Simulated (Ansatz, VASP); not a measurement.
# One calculation of LiF, two programs

File POSCAR:

```
LiF
1.0
    0.0000000000      2.0140017468      2.0140017468
    2.0140017468      0.0000000000      2.0140017468
    2.0140017468      2.0140017468      0.0000000000
Li F
1 1
Direct
    0.0000000000      0.0000000000      0.0000000000
    0.5000000000      0.5000000000      0.5000000000
```

INCAR.step1

```
PREC = Accurate
ENCUT = 520
EDIFF = 1E-5
ISMEAR = 0
SIGMA = 0.05
LREAL = F
LASPH = T
NELM = 100
ALGO = Normal
ISIF = 2
LWAVE = T
GGA = PE
NBANDS = 12
```

Contents of INCAR.step2:

```
PREC = Accurate
ENCUT = 520
EDIFF = 1E-6
ISMEAR = 0
SIGMA = 0.05
LREAL = F
LASPH = T
NELM = 100
ALGO = Normal
ISIF = 2
LWAVE = F
LCHARG = T
GGA = PE
LHFCALC = T
AEXX = 0.1
HFSCREEN = 0.20787
PRECFOCK = Normal
LELF = T
LVHAR = T
ISTART = 1
NBANDS = 12
```

Contents of KPOINTS:

```
regular mesh
0
Gamma
  6 6 6
```

Input for Ansatz:

```yaml
crystal:
  lattice:
    - [0.0, 2.0140017468, 2.0140017468]
    - [2.0140017468, 0.0, 2.0140017468]
    - [2.0140017468, 2.0140017468, 0.0]
  atoms:
    - { symbol: Li, position: [0.0, 0.0, 0.0] }
    - { symbol: F, position: [0.5, 0.5, 0.5] }
basis:
  ecutwfc: 420
  ecutrho_ratio: 4
kpoints:
  mp_grid: { grid: [6, 6, 6] }
hamiltonian:
  xc: { preset: hse06, exx: { coeff: 0.1, omega: 0.20787 } }
scf:
  occupations: { method: gaussian, width: 0.05 }
  n_extra_bands: 9
output:
  forces: true
  stress: true
  eigenvalues: true
  populations: true
  dos: { projected: true, de: 0.02 }
```

Alike in both runs: task single point; functional PBE-based screened hybrid; k mesh 6 × 6 × 6; occupations gaussian, width 0.05 eV; no spin polarisation.

|  | VASP | Ansatz |
| --- | --- | --- |
| version | VASP 6.6.1 | Ansatz 0.2.0 |
| potentials or method | VASP PAW PBE potentials, release 64 (Li_sv, F), cutoff 520 eV | scalar-relativistic, plane waves, PAW |
| valence electrons in the cell | 10 | 10 |

```tsv
	VASP	Ansatz	Ansatz less VASP
gap on the k mesh at the Fermi level (eV)	10.00	10.00	+0.004
least direct gap on the mesh (eV)	10.00	10.00	+0.004
```

VASP's potentials were made for PBE, not for PBE-based screened hybrid. Ansatz's warnings: stress exchange threshold loose, stress scf threshold loose.

The k mesh is coarse, so the values compare programs but aren't converged. Noted on VASP's run: the cutoff is short for stress, so the pressure is rough.
